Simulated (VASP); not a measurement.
**KCl: single point with PBE**

The system is KCl.

```
CELL_PARAMETERS angstrom
3.65504 0.00000 0.00000
0.00000 3.65504 0.00000
0.00000 0.00000 3.80807
ATOMIC_POSITIONS crystal
K 0.00000 0.00000 0.00000
Cl 0.50000 0.50000 0.50000
```

This cell differs from its parent crystal: epitaxial xy strain -3.1%.

```yaml
Program: VASP 6.6.1
Task: single point
Functional: PBE
Potentials_or_basis: VASP PAW PBE potentials, release 64 (K_sv, Cl)
Cutoff: 520 eV
k_mesh: 8 × 8 × 8
Occupations: fermi-dirac, width 0.02 eV
Spin: no spin polarisation
```

```yaml
Pressure: 2.5 GPa
Band_gap_on_the_k_mesh: 5.17 eV, indirect (least direct gap 5.39 eV)
```

Stress tensor (GPa, compression positive):
```
3.18 0.00 0.00
0.00 3.18 0.00
0.00 0.00 1.21
```

Levels at points of the mesh, in eV from the valence-band top:
```
           k point  band 5  band 6  band 7  band 8  band 9  band 10  band 11  band 12
(0.00, 0.00, 0.00)  -11.33   -0.45   -0.21   -0.21    5.17     6.32     6.47    10.75
(0.50, 0.00, 0.00)  -11.19   -2.14   -0.49   -0.22    7.90     8.16     8.89    10.10
(0.50, 0.50, 0.00)  -11.27   -1.43   -1.43   -0.20    6.24     7.09     8.68     8.68
(0.00, 0.00, 0.50)  -11.11   -2.11   -0.27   -0.27    7.81     8.17     8.56    10.15
(0.50, 0.00, 0.50)  -11.26   -1.49   -1.38    0.00    6.14     7.46     9.02     9.16
(0.50, 0.50, 0.50)  -11.51   -1.67   -1.67   -1.59    8.98     9.13     9.13    10.02
```

Run time: 32 s on 1 thread of Intel(R) Xeon(R) Platinum 8259CL CPU @ 2.50GHz (Skylake/Cascade Lake), with other jobs on the host, peak memory 0.19 GiB.

Caveat: the cell differs from its parent crystal (epitaxial xy strain -3.1%). A k mesh can miss the band edges.
